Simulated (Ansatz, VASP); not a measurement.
Ir in VASP and in Ansatz

```
Ir
1.0
    -0.10480    1.85301    1.85301
     1.80061   -0.05240    1.80061
     1.90540    1.90540   -0.15720
Ir
1
Direct
  0.00000 0.00000 0.00000
```

Change from the starting cell: engineering shear strain xz -0.1100, engineering shear strain yz -0.0550.

Alike in both runs: task single point; functional LDA; k mesh 20 × 20 × 20; occupations gaussian, width 0.15 eV; no spin polarisation.

|  | VASP | Ansatz |
| --- | --- | --- |
| version | VASP 6.6.1 | Ansatz 0.2.0 |
| potentials or method | VASP PAW LDA potentials, release 64 (Ir), cutoff 520 eV | scalar-relativistic, plane waves, PAW |
| valence electrons in the cell | 9 | 17 |

```tsv
	VASP	Ansatz	Ansatz less VASP
gap on the k mesh at the Fermi level (eV)	none	none	-
pressure (GPa)	10.9	8.3	-2.69
traceless stress, the component that is largest in VASP (GPa)	32.35	32.09	-0.257
```

LDA's correlation is that of Perdew and Zunger in VASP and of Perdew and Wang (1992) in Ansatz. A gap of «none» marks a metal or a gap that the smearing closes. VASP's potentials hold 9 valence electrons a cell and Ansatz's 17, so a difference there can come from the potentials and not from the codes.

Neither program's run includes spin-orbit coupling.
